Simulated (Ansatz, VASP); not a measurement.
## One calculation of WS2, two programs

```xyz
3
Lattice="1.5759 0.8983 6.2375 -1.5959 0.9329 6.2375 0.0200 -1.8312 6.2375" Properties=species:S:1:pos:R:3 pbc="T T T"
W     0.0044    0.0001    0.0125
S    -0.0019   -0.0001    4.6886
S    -0.0025   -0.0001    7.8119
```

Change from the starting cell: shear_xy strain -2.2%.

Alike in both runs: task single point; functional PBE; k mesh 10 × 10 × 10; occupations fermi-dirac, width 0.02 eV; no spin polarisation.

|  | VASP | Ansatz |
| --- | --- | --- |
| version | VASP 6.6.1 | Ansatz 0.2.0 |
| potentials or method | VASP PAW PBE potentials, release 64 (W_sv, S) | plane waves, PAW |
| plane-wave cutoff (eV) | 520 | 420 |
| valence electrons in the cell | 26 | 26 |

VASP gave:

```
gap on the k mesh at the Fermi level (eV)                     : 1.14
pressure (GPa)                                                : 3.3
traceless stress, the component that is largest in VASP (GPa) : 2.04
rms of the force components (eV/Å)                            : 0.093
```

What did Ansatz give for the same quantities?

gap on the k mesh at the Fermi level (eV): 1.12; pressure (GPa): 3.3; traceless stress, the component that is largest in VASP (GPa): 2.04; rms of the force components (eV/Å): 0.092.

Atom by atom the forces differ by 0.001 eV/Å (rms over components). The functional is the same, so the differences come from potentials, cutoffs and numerics.

Spin-orbit coupling is off throughout.
